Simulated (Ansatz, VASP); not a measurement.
CdSe in VASP and in Ansatz

```
CELL_PARAMETERS angstrom
0.01521 3.04895 3.04895
3.04895 0.01521 3.04895
3.04895 3.04895 0.01521
ATOMIC_POSITIONS crystal
Cd 0.99950 0.99950 0.99950
Se 0.75050 0.75050 0.75050
```

Change from the starting cell: equal xy, yz and zx engineering shears of +0.5 %.

Alike in both runs: functional PBEsol; k mesh 6 × 6 × 6; no spin polarisation.

Ansatz relaxed the structure, and its values are those at the end. VASP's run is a single point on that final structure, the one shown.

```csv
,VASP,Ansatz
version,VASP 6.6.1,Ansatz 0.2.0
potentials or method,"VASP PAW PBE potentials, release 64 (Cd, Se), cutoff 520 eV","all-electron LAPW, scalar-relativistic"
occupations,"gaussian, width 0.01 eV",fixed
```

|  | VASP | Ansatz | Ansatz less VASP |
| --- | --- | --- | --- |
| gap on the k mesh at the Fermi level (eV) | 0.47 | 0.47 | -0.001 |
| pressure (GPa) | 0.3 | 0.0 | -0.32 |

VASP's potentials were made for PBE, not for PBEsol. Ansatz ran all-electron here, and VASP with PAW potentials.
